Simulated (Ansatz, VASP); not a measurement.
# One calculation of CrO2, two programs

```
CELL_PARAMETERS angstrom
2.58714 0.00000 0.00000
-1.29357 2.24053 0.00000
0.00000 0.00000 13.70084
ATOMIC_POSITIONS crystal
Cr 0.33333 0.66667 0.00000
O 0.66667 0.33333 0.91616
O 0.66667 0.33333 0.08384
```

Alike in both runs: functional PBEsol; k mesh 18 × 18 × 4; occupations gaussian, width 0.02 eV; no spin polarisation.

Ansatz relaxed the structure, and its values are those at the end. VASP's run is a single point on that final structure, the one shown.

```csv
,VASP,Ansatz
version,VASP 6.6.1,Ansatz 0.2.0
potentials or method,"VASP PAW PBE potentials, release 64 (Cr_pv, O), cutoff 520 eV","scalar-relativistic, plane waves, PAW"
valence electrons in the cell,24,26
```

Ansatz gave:

- gap on the k mesh at the Fermi level (eV): 0.49
- least direct gap on the mesh (eV): 1.74
- rms of the force components (eV/Å): 0.004

Q: What did VASP give for the same quantities?

A: gap on the k mesh at the Fermi level (eV): 0.47; least direct gap on the mesh (eV): 1.72; rms of the force components (eV/Å): 0.061.

VASP's potentials were made for PBE, not for PBEsol. With one functional, cell and mesh, what is left measures potentials, basis and numerics. VASP's potentials hold 24 valence electrons a cell and Ansatz's 26, so a difference there can come from the potentials and not from the codes. Ansatz's warnings: xc potential rough in thin density.
